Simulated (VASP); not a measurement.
Here is a VASP 6.6.1 calculation.

Contents of INCAR:

```
AGGAC = 1.0
AGGAX = 1.0
ALDAC = 0.0
ALDAX = 1.0
ALGO = Normal
EDIFF = 1E-6
ENCUT = 520
GGA = B5
ISIF = 2
ISMEAR = -1
LASPH = T
LCHARG = F
LREAL = F
LWAVE = F
NBANDS = 16
NELM = 60
PREC = Accurate
SIGMA = 0.05
```

The input KPOINTS:

```
k-points
0
Gamma
  10 10 5
```

The input POSCAR:

```
KPt
1.0
    2.9602903169      0.0000000000      0.0000000000
   -1.4801451584      2.5636866170      0.0000000000
    0.0000000000      0.0000000000      5.2733316032
Pt K
1 1
Direct
    0.6666666667      0.3333333333      0.0000000000
    0.0000000000      0.0000000000      0.5000000000
```

Potentials or basis: VASP PAW PBE potentials, release 64 (Pt, K_sv).

Command:

```bash
$ cat potpaw_PBE.64/Pt/POTCAR potpaw_PBE.64/K_sv/POTCAR > POTCAR
$ mpirun -np 1 vasp_std > vasp.out
```

Q: What does it give for the pressure?

A: 8.6 GPa.

Stress tensor (GPa, compression positive):
```
9.03 0.00 0.00
0.00 9.03 0.00
0.00 0.00 7.85
```

Caveat: the PAW data sets were made with another functional, which shifts forces and pressure a little.
